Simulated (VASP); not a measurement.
Here is a VASP 6.6.1 calculation.

INCAR

```
ALGO = Normal
EDIFF = 1E-7
EDIFFG = -0.02
ENCUT = 500
GGA = PS
GGA_COMPAT = False
IBRION = 2
ISIF = 8
ISMEAR = -1
LASPH = True
LCHARG = False
LREAL = False
LWAVE = False
NELM = 120
NELMIN = 4
NSW = 80
PREC = Accurate
SIGMA = 0.02
```

KPOINTS

```
k-points
0
Gamma
  11 11 11
```

File POSCAR:

```
Ag
1.0
    0.0000000000      2.0427500000      2.0427500000
    2.0427500000      0.0000000000      2.0427500000
    2.0427500000      2.0427500000      0.0000000000
Ag
1
Direct
    0.0000000000      0.0000000000      0.0000000000
```

Potentials or basis: VASP PAW PBE potentials, release 64 (Ag).

The run is started by

```console
$ cat potpaw_PBE.64/Ag/POTCAR > POTCAR
$ mpirun -np 1 vasp_std > vasp.out
```

Q: What does it give for the space group after relaxing (to 0.1 Å)?

A: Fm-3m (No. 225).

Q: Predict the band gap on the k mesh.

A: Zero (an odd number of electrons rules out a gap without spin polarisation).

The path:
| step | energy change (eV) | largest force (eV/Å) | pressure (GPa) | volume (Å³) |
| --- | --- | --- | --- | --- |
| 1 | 0.0000 | 0.0000 | -3.15 | 17.05 |
| 2 | -0.0022 | 0.0000 | 2.61 | 16.24 |
| 3 | -0.0049 | 0.0000 | 0.00 | 16.57 |

Caveat: the PAW data sets were made with another functional, which shifts forces and pressure a little.
